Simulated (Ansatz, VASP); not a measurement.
## CsPtS: VASP beside Ansatz

File INCAR:

```
ALGO = Normal
EDIFF = 1E-6
ENCUT = 520
GGA = PE
ISIF = 2
ISMEAR = 0
LASPH = True
LCHARG = False
LREAL = False
LWAVE = False
NBANDS = 20
NELM = 100
PREC = Accurate
SIGMA = 0.1
```

KPOINTS

```
k-points
0
Gamma
  4 4 4
```

The input POSCAR:

```
CsPtS
1.0
    4.6544019300      0.0000000000      0.0000000000
    0.0000000000      4.6544019300      0.0000000000
    0.0000000000      0.0000000000      5.2336272200
Cs Pt S
1 1 1
Direct
    0.0000000000      0.0000000000      0.0000000000
    0.0000000000      0.0000000000      0.5000000000
    0.5000000000      0.5000000000      0.5000000000
```

Input for Ansatz:

```yaml
crystal:
  lattice:
    - [4.65440193, 0.0, 0.0]
    - [0.0, 4.65440193, 0.0]
    - [0.0, 0.0, 5.23362722]
  atoms:
    - { symbol: Cs, position: [0.0, 0.0, 0.0] }
    - { symbol: Pt, position: [0.0, 0.0, 0.5] }
    - { symbol: S, position: [0.5, 0.5, 0.5] }
basis:
  ecutwfc: 420
kpoints:
  mp_grid: { grid: [4, 4, 4] }
hamiltonian:
  xc: pbe
scf:
  occupations: { method: gaussian, width: 0.1 }
  lower_state_search: "off"
output:
  forces: true
  stress: true
  eigenvalues: true
```

Alike in both runs: task single point; functional PBE; k mesh 4 × 4 × 4; occupations gaussian, width 0.1 eV; no spin polarisation.

```csv
,VASP,Ansatz
version,VASP 6.6.1,Ansatz 0.2.0
potentials or method,"VASP PAW PBE potentials, release 64 (Cs_sv, Pt, S), cutoff 520 eV","scalar-relativistic, plane waves, PAW"
valence electrons in the cell,25,33
```

```csv
,VASP,Ansatz,Ansatz less VASP
gap on the k mesh at the Fermi level (eV),none,none,-
pressure (GPa),-2.4,-3.0,-0.56
"traceless stress, the component that is largest in VASP (GPa)",12.78,11.59,-1.187
```

A gap of «none» marks a metal or a gap that the smearing closes. VASP's potentials hold 25 valence electrons a cell and Ansatz's 33, so a difference there can come from the potentials and not from the codes.

Neither program's run includes spin-orbit coupling.
